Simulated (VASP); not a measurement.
# Ni3Ge (Pm-3m) in VASP: vibrations by perturbation theory with LDA

Aim: the vibrations by perturbation theory of Ni3Ge with LDA.

Program: VASP 6.6.1. These are calculated values, not measurements. Logs are shortened: lines on timing, memory, paths and dates and some standing lists are left out, and cuts for length are marked.

## Step 1: The cell of the first run

It takes space group Pm-3m (No. 221, cubic). The conventional cell has a = 3.491 Å, b = 3.491 Å, c = 3.491 Å, α = 90.00°, β = 90.00°, γ = 90.00°. Within 3.3 Å of Ni (site symmetry 4/mmm) lie 8 Ni at 2.47 Å and 4 Ge at 2.47 Å. Ge (site symmetry m-3m) has 12 Ni at 2.47 Å within 3.3 Å.

## Step 2: Vibrations by perturbation theory, LDA

Contents of INCAR:

```
ALGO = Fast
EDIFF = 1E-8
ENCUT = 520
IBRION = 8
ISIF = 2
ISMEAR = -1
LASPH = True
LCHARG = False
LREAL = False
LWAVE = False
NELM = 60
NSW = 1
PREC = Accurate
SIGMA = 0.15
```

Contents of KPOINTS:

```
k-points
0
Gamma
  12 12 12
```

Contents of POSCAR:

```
Ni3Ge
1.0
    3.4905407635      0.0000000000      0.0000000000
    0.0000000000      3.4905407635      0.0000000000
    0.0000000000      0.0000000000      3.4905407635
Ni Ge
3 1
Direct
    0.5000000000      0.0000000000      0.5000000000
    0.0000000000      0.5000000000      0.5000000000
    0.5000000000      0.5000000000      0.0000000000
    0.0000000000      0.0000000000      0.0000000000
```

Potentials or basis: VASP PAW LDA potentials, release 64 (Ni, Ge_d).

The run is started by

```sh
cat potpaw_LDA.64/Ni/POTCAR potpaw_LDA.64/Ge_d/POTCAR > POTCAR
mpirun -np 1 vasp_std > vasp.out
```

OUTCAR:

```text
EDIFF = 1E-8
   ENCUT = 520
   IBRION = 8
   ISIF = 2
   ISMEAR = -1
   LASPH = True
   LREAL = False
   NELM = 60
   NSW = 1
   PREC = Accurate

 ion  position               nearest neighbor table
   1  0.500  0.000  0.500-   2 2.47   3 2.47   4 2.47   3 2.47   4 2.47   2 2.47   3 2.47   3 2.47
                             2 2.47   4 2.47   4 2.47   2 2.47
   2  0.000  0.500  0.500-   1 2.47   3 2.47   4 2.47   3 2.47   4 2.47   1 2.47   4 2.47   4 2.47
                             1 2.47   3 2.47   3 2.47   1 2.47
   3  0.500  0.500  0.000-   1 2.47   2 2.47   4 2.47   1 2.47   2 2.47   1 2.47   4 2.47   1 2.47
                             2 2.47   4 2.47   2 2.47   4 2.47
   4  0.000  0.000  0.000-   1 2.47   2 2.47   3 2.47   1 2.47   2 2.47   2 2.47   3 2.47   2 2.47
                             1 2.47   3 2.47   1 2.47   3 2.47

  LATTYP: Found a simple cubic cell.
 ALAT       =     3.4905407635

  Lattice vectors:

 A1 = (   3.4905407635,   0.0000000000,   0.0000000000)
 A2 = (   0.0000000000,   3.4905407635,   0.0000000000)
 A3 = (   0.0000000000,   0.0000000000,   3.4905407635)

Analysis of symmetry for initial positions (statically):
=====================================================================
 Subroutine PRICEL returns:
 Original cell was already a primitive cell.

 Routine SETGRP: Setting up the symmetry group for a
 simple cubic supercell.

 Subroutine GETGRP returns: Found 48 space group operations
 (whereof 48 operations were pure point group operations)
 out of a pool of 48 trial point group operations.

The static configuration has the point symmetry O_h .

Analysis of symmetry for dynamics (positions and initial velocities):
=====================================================================
 Subroutine PRICEL returns:
 Original cell was already a primitive cell.
[... 894 lines left out ...]
    total drift:                                0.000000      0.000000      0.000000

  FREE ENERGIE OF THE ION-ELECTRON SYSTEM (eV)
  ---------------------------------------------------
  free  energy   TOTEN  =       -26.4710586672 eV

  energy  without entropy=      -26.3110938316  energy(sigma->0) =      -26.39107625

[... ionic steps 2 to 12 ...]

--------------------------------------- Ionic step       13  -------------------------------------------

 Free energy of the ion-electron system (eV)
  ---------------------------------------------------
  ---------------------------------------------------
  free energy    TOTEN  =        -0.19624047 eV

  energy without entropy =       -0.19624047

------------------------ aborting loop because EDIFF is reached ----------------------------------------

 INTERNAL STRAIN TENSOR  FOR ION    4  DIRECTION 1   (eV/Angst):
 -----------------------------------------------------------------------------
    -0.05421  0.00000 -0.00000
     0.00000  0.00835  0.00000
    -0.00000  0.00000  0.00835

 INTERNAL STRAIN TENSOR FOR ION    4 for displacements in x,y,z  (eV/Angst):
          X           Y           Z          XY          YZ          ZX
  --------------------------------------------------------------------------------
  x     0.00000     0.00000     0.00000     0.00000     0.00000     0.00000
  y     0.00000     0.00000     0.00000     0.00000     0.00000     0.00000
  z     0.00000     0.00000     0.00000     0.00000     0.00000     0.00000

 SECOND DERIVATIVES (NOT SYMMETRIZED)
 ------------------------------------
               1X          1Y          1Z          2X          2Y          2Z          3X          3Y          3Z          4X          4Y          4Z
  1X    -9.336399    0.000000    0.000000    5.895726    0.000000    0.000000   -0.714682    0.000000    0.000000    4.155354    0.000000    0.000000
  1Y     0.000000  -10.845630    0.000000    0.000000    5.895511    0.000000    0.000000    5.895511   -0.000000    0.000000   -0.945392    0.000000
  1Z     0.000000    0.000000   -9.336399    0.000000    0.000000   -0.714682    0.000000    0.000000    5.895726    0.000000    0.000000    4.155354
  2X     5.895511   -0.000000    0.000000  -10.845630   -0.000000   -0.000000    5.895511   -0.000000    0.000000   -0.945392    0.000000    0.000000
  2Y     0.000000    5.895726    0.000000    0.000000   -9.336399    0.000000    0.000000   -0.714682    0.000000    0.000000    4.155354    0.000000
  2Z     0.000000    0.000000   -0.714682    0.000000    0.000000   -9.336399    0.000000    0.000000    5.895726    0.000000    0.000000    4.155354
  3X    -0.714682    0.000000    0.000000    5.895726    0.000000    0.000000   -9.336399    0.000000    0.000000    4.155354    0.000000    0.000000
  3Y     0.000000    5.895726    0.000000    0.000000   -0.714682    0.000000    0.000000   -9.336399    0.000000    0.000000    4.155354    0.000000
  3Z    -0.000000   -0.000000    5.895511   -0.000000   -0.000000    5.895511    0.000000    0.000000  -10.845630    0.000000    0.000000   -0.945392
  4X     4.126101   -0.000000    0.000000   -0.978047   -0.000000    0.000000    4.126101    0.000000   -0.000000   -7.274155   -0.000000   -0.000000
  4Y    -0.000000   -0.978047   -0.000000   -0.000000    4.126101    0.000000    0.000000    4.126101    0.000000   -0.000000   -7.274155   -0.000000
  4Z    -0.000000    0.000000    4.126101    0.000000    0.000000    4.126101   -0.000000   -0.000000   -0.978047    0.000000   -0.000000   -7.274155

 Eigenvectors and eigenvalues of the dynamical matrix
 ----------------------------------------------------

   1 f  =    9.153934 THz    57.515865 2PiTHz  305.342380 cm-1    37.857613 meV
             X         Y         Z           dx          dy          dz
      1.745270  0.000000  1.745270     0.107213    0.637775   -0.000000
      0.000000  1.745270  1.745270    -0.142303   -0.480508   -0.000000
      1.745270  1.745270  0.000000     0.107213   -0.480508    0.000000
      0.000000  0.000000  0.000000    -0.064685    0.289905    0.000000
[... 71 lines left out ...]
  12 f/i=    0.018020 THz     0.113221 2PiTHz    0.601069 cm-1     0.074523 meV
             X         Y         Z           dx          dy          dz
      1.745270  0.000000  1.745270    -0.229344    0.419648   -0.076821
      0.000000  1.745270  1.745270    -0.228869    0.420519   -0.076821
      1.745270  1.745270  0.000000    -0.229344    0.420519   -0.076662
      0.000000  0.000000  0.000000    -0.256761    0.470789   -0.086004

--------------------------------------------------------------------------------------------------------

 ELASTIC MODULI CONTR FROM IONIC RELAXATION (kBar)
 Direction    XX          YY          ZZ          XY          YZ          ZX
 --------------------------------------------------------------------------------
 XX           0.0000      0.0000      0.0000      0.0000      0.0000      0.0000
 YY           0.0000      0.0000      0.0000      0.0000      0.0000      0.0000
 ZZ           0.0000      0.0000      0.0000      0.0000      0.0000      0.0000
 XY           0.0000      0.0000      0.0000      0.0000      0.0000      0.0000
 YZ           0.0000      0.0000      0.0000      0.0000      0.0000      0.0000
 ZX           0.0000      0.0000      0.0000      0.0000      0.0000      0.0000
 --------------------------------------------------------------------------------
```

OSZICAR:

```text
N       E                     dE             d eps       ncg     rms          rms(c)
DAV:   1     0.319340928300E+03    0.31934E+03   -0.20826E+04  4548   0.386E+03
DAV:   2     0.111331226180E+02   -0.30821E+03   -0.30119E+03  4368   0.604E+02
DAV:   3    -0.283981772201E+02   -0.39531E+02   -0.38624E+02  4398   0.192E+02
DAV:   4    -0.296556633208E+02   -0.12575E+01   -0.12515E+01  4686   0.395E+01
[... 72 lines left out ...]
RMM:  11    -0.196240089912E+00   -0.88372E-07   -0.42015E-07 22113   0.145E-03    0.490E-05
RMM:  12    -0.196240359677E+00   -0.26976E-06   -0.35750E-07 22018   0.110E-03    0.106E-05
RMM:  13    -0.196240375022E+00   -0.15345E-07   -0.36481E-07 22191   0.898E-04    0.137E-05
RMM:  14    -0.196240443997E+00   -0.68975E-07   -0.34644E-07 22532   0.774E-04    0.112E-05
RMM:  15    -0.196240469395E+00   -0.25398E-07   -0.40465E-07 22945   0.682E-04    0.118E-05
 Linear response finished
```

stdout:

```text
POSCAR found type information on POSCAR NiGe
 POSCAR found :  2 types and       4 ions
 scaLAPACK will be used
 LDA part: xc-table for (Slater(with rela. corr.)+CA(PZ))
 , standard interpolation
 POSCAR, INCAR and KPOINTS ok, starting setup
 FFT: planning ... GRIDC
 FFT: planning ... GRID_SOFT
[... 10 lines left out ...]
 Linear response reoptimize wavefunctions to high precision
 Linear response DOF=           3
 Linear response progress:
 first order change of Fermi-energy  -0.73771E-04
 force on displaced ion       1 direction 1 :  -9.336   0.000   0.000
 Linear response progress:
 first order change of Fermi-energy   0.12269E-02
 force on displaced ion       1 direction 2 :   0.000 -10.846   0.000
 Linear response progress:
 first order change of Fermi-energy  -0.45338E-03
 force on displaced ion       4 direction 1 :  -7.274  -0.000   0.000
 Linear response finished
```

It took 14 min on 1 thread of Intel Xeon Platinum 8488C (Sapphire Rapids), shared host; peak memory 0.78 GiB.

Results:

```yaml
Highest_phonon_frequency_at_Γ: 305 cm⁻¹
```

Phonon frequencies in cm⁻¹ (negative: imaginary):
```csv
q point,frequencies
"(0.000, 0.000, 0.000)",-1 -1 -1 176 176 176 200 200 200 305 305 305
```

Spin polarisation is off, so any magnetic state and its effect on volume and gap are missing.
